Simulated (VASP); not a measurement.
Si, 2 atoms in the cell. The structure is tetragonal, space group I4_1/amd (No. 141). Conventional cell: a = 3.840 Å, b = 3.840 Å, c = 5.567 Å, α = 90.00°, β = 90.00°, γ = 90.00°. Within 3.1 Å of Si (site symmetry -4m2) lie 4 Si at 2.37 Å.  This cell differs from its parent crystal: strain +0.0250 x Voigt [0, 0, 1, 0, 0, 0].

```yaml
Program: VASP 6.6.1
Task: single point
Functional: PBE
Potentials_or_basis: VASP PAW PBE potentials, release 64 (Si)
Cutoff: 520 eV
k_mesh: 10 × 10 × 10
Occupations: gaussian, width 0.05 eV
Spin: no spin polarisation
Dipole_correction: no
Further_INCAR_settings: ALGO = Normal; EDIFF = 1e-06; NBANDS = 11
```

Potentials or basis: VASP PAW PBE potentials, release 64 (Si).

The run is started by

```console
$ cat potpaw_PBE.64/Si/POTCAR > POTCAR
$ mpirun -np 1 vasp_std > vasp.out
```

Hardware: 1 thread of AMD EPYC 7R43 64-Core Processor (Zen 3), with other jobs on the host.

Problem. Estimate the wall time of this run.

Solution. Wall time 62 s on 1 thread of AMD EPYC 7R43 64-Core Processor (Zen 3), on a shared host, peak memory 0.13 GiB. Counts: scf iterations 11, k points 102.
